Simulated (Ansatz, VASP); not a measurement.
# One calculation of Ni, two programs

INCAR

```
SYSTEM = Ni
ALGO = Normal
EDIFF = 1E-6
ENCUT = 520
GGA = PE
ISIF = 2
ISMEAR = -1
ISPIN = 2
LASPH = .True.
LCHARG = .False.
LMAXMIX = 4
LORBIT = 11
LREAL = .False.
LWAVE = .False.
MAGMOM = 0.71 0.71
NBANDS = 21
NELM = 150
PREC = Accurate
SIGMA = 0.1
```

File KPOINTS:

```
k-points
0
Gamma
  7 14 14
  0 0 0
```

File POSCAR:

```
Ni
1.0
    0.0000000000      3.5160000000      3.5160000000
    1.7580000000      0.0000000000      1.7580000000
    1.7580000000      1.7580000000      0.0000000000
Ni
2
Direct
    0.0000000000      0.0000000000      0.0000000000
    0.5000000000      0.0000000000      0.0000000000
```

Input for Ansatz:

```yaml
crystal:
  lattice:
    - [0.0, 3.516, 3.516]
    - [1.758, 0.0, 1.758]
    - [1.758, 1.758, 0.0]
  atoms:
    - { symbol: Ni, position: [0.0, 0.0, 0.0] }
    - { symbol: Ni, position: [0.5, 0.0, 0.0] }
hamiltonian:
  xc: pbe
  pseudopotentials: { kind: paw }
basis:
  ecutwfc: 420
kpoints:
  mp_grid: { grid: [7, 14, 14] }
scf:
  occupations: { method: fermi_dirac, width: 0.1 }
  lower_state_search: "off"
output:
  forces: true
  stress: true
magnetization:
  spin_polarized: true
```

Alike in both runs: task single point; functional PBE; k mesh 7 × 14 × 14; occupations fermi-dirac, width 0.1 eV; collinear spin.

|  | VASP | Ansatz |
| --- | --- | --- |
| version | VASP 6.6.1 | Ansatz 0.2.0 |
| potentials or method | VASP PAW PBE potentials, release 64 (Ni), cutoff 520 eV | PAW, plane waves, scalar-relativistic |
| valence electrons in the cell | 20 | 36 |

```tsv
	VASP	Ansatz	Ansatz less VASP
pressure (GPa)	0.6	0.8	+0.19
net moment per atom (μB)	0.59	0.61	+0.017
size of the moment on the site where the two differ most (μB)	0.60	0.65	+0.043
```

Site moments also hang on the region over which each program counts them. The functional is the same, so the differences come from potentials, cutoffs and numerics. VASP's potentials hold 20 valence electrons a cell and Ansatz's 36, so a difference there can come from the potentials and not from the codes. Ansatz's warnings: no starting moments.
